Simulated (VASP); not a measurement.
Input of a VASP 6.6.1 run:

POSCAR

```
Rh
1.0
    0.0988473943      1.9522360377      1.9522360377
    1.9522360377      0.0988473943      1.9522360377
    1.9522360377      1.9522360377      0.0988473943
Rh
1
Direct
    0.0000000000      0.0000000000      0.0000000000
```

File INCAR.step1:

```
SYSTEM = Rh
PREC     = Accurate       ! precision mode
ENCUT    = 680            ! plane-wave cutoff, eV
ISMEAR   = 0              ! smearing method
SIGMA    = 0.15           ! smearing width, eV
LREAL    = .FALSE.        ! projectors in reciprocal space
LASPH    = .TRUE.         ! aspherical terms in the spheres
NELM     = 120            ! most SCF steps
NBANDS   = 14             ! bands
GGA      = PE             ! functional
ALGO     = Normal         ! electronic algorithm
EDIFF    = 1E-5           ! SCF threshold, eV
LWAVE    = .TRUE.         ! write WAVECAR
LCHARG   = .FALSE.        ! write CHGCAR
GGA_COMPAT= .FALSE.
```

The input INCAR.step2:

```
SYSTEM = Rh
PREC     = Accurate       ! precision mode
ENCUT    = 680            ! plane-wave cutoff, eV
EDIFF    = 1E-6           ! SCF threshold, eV
ISMEAR   = 0              ! smearing method
SIGMA    = 0.15           ! smearing width, eV
LREAL    = .FALSE.        ! projectors in reciprocal space
LASPH    = .TRUE.         ! aspherical terms in the spheres
NELM     = 120            ! most SCF steps
ALGO     = Normal         ! electronic algorithm
ISIF     = 2              ! what is computed and relaxed
LWAVE    = .FALSE.        ! write WAVECAR
LCHARG   = .FALSE.        ! write CHGCAR
METAGGA  = R2SCAN         ! meta-GGA
LMIXTAU  = .TRUE.       
NBANDS   = 14             ! bands
ISTART   = 1            
GGA_COMPAT= .FALSE.
```

The input KPOINTS:

```
Automatic mesh
0
G
  8 8 8
  0 0 0
```

Potentials or basis: VASP PAW PBE potentials, release 64 (Rh_sv_GW).

Launch:

```console
$ cat potpaw_PBE.64/Rh_sv_GW/POTCAR > POTCAR
$ cp INCAR.step1 INCAR
$ mpirun -np 1 vasp_std > vasp.out
$ cp INCAR.step2 INCAR
$ mpirun -np 1 vasp_std > vasp.out
```

Question: What does it give for the band gap on the k mesh?

Answer: Zero (an odd number of electrons rules out a gap without spin polarisation).

Question: Estimate the pressure.

Answer: 2.2 GPa.

Stress tensor (GPa, compression positive):
```
 2.23 -8.48 -8.48
-8.48  2.23 -8.48
-8.48 -8.48  2.23
```

Caveat: the k points lie up to 0.36 Å⁻¹ apart, too coarse for converged energies and pressures of a metal; the PAW data sets were made with another functional, which shifts forces and pressure a little.
